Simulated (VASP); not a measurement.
CdSe (Cadmoselite):

```
CELL_PARAMETERS angstrom
4.30000 0.00000 0.00000
-2.15000 3.72391 0.00000
0.00000 0.00000 7.02000
ATOMIC_POSITIONS crystal
Cd 0.33333 0.66667 0.00000
Cd 0.66667 0.33333 0.50000
Se 0.33333 0.66667 0.38500
Se 0.66667 0.33333 0.88500
```

| Property | Result |
| --- | --- |
| Program | VASP 6.6.1 |
| Task | relaxation of cell and atoms |
| Functional | r2SCAN |
| Potentials or basis | VASP PAW PBE potentials, release 64 (Cd, Se) |
| Cutoff | 600 eV |
| k mesh | 6 × 6 × 4 |
| Occupations | fermi-dirac, width 0.02 eV |
| Spin | no spin polarisation |

At the start: pressure 1.8 GPa; volume 28.10 Å³/atom.

Where does the relaxation end?

Over 7 steps the energy falls by 9.5 meV/atom and the volume is 28.99 Å³/atom (+3.2 %); space group P6_3mc (No. 186, to 0.05 Å).

Step by step:
```tsv
step	energy change (eV)	largest force (eV/Å)	pressure (GPa)	volume (Å³)
1	0.0000	0.2867	1.80	112.41
2	-0.0307	0.0444	-0.72	117.61
3	-0.0337	0.0979	-0.19	116.35
4	-0.0353	0.0508	-0.01	115.94
5	-0.0355	0.0268	0.07	115.74
6	-0.0365	0.0194	0.05	115.80
7	-0.0379	0.0017	-0.02	115.96
```

Final structure:
```yaml
crystal:
  lattice:
    - [4.34787, 0.00000, 0.00000]
    - [-2.17394, 3.76537, 0.00000]
    - [0.00000, 0.00000, 7.08311]
  atoms:
    - { symbol: Cd, position: [0.33333, 0.66667, 0.00448] }
    - { symbol: Cd, position: [0.66667, 0.33333, 0.50448] }
    - { symbol: Se, position: [0.33333, 0.66667, 0.38052] }
    - { symbol: Se, position: [0.66667, 0.33333, 0.88052] }
```

Caveat: the PAW data sets were made with another functional, which shifts forces and pressure a little.
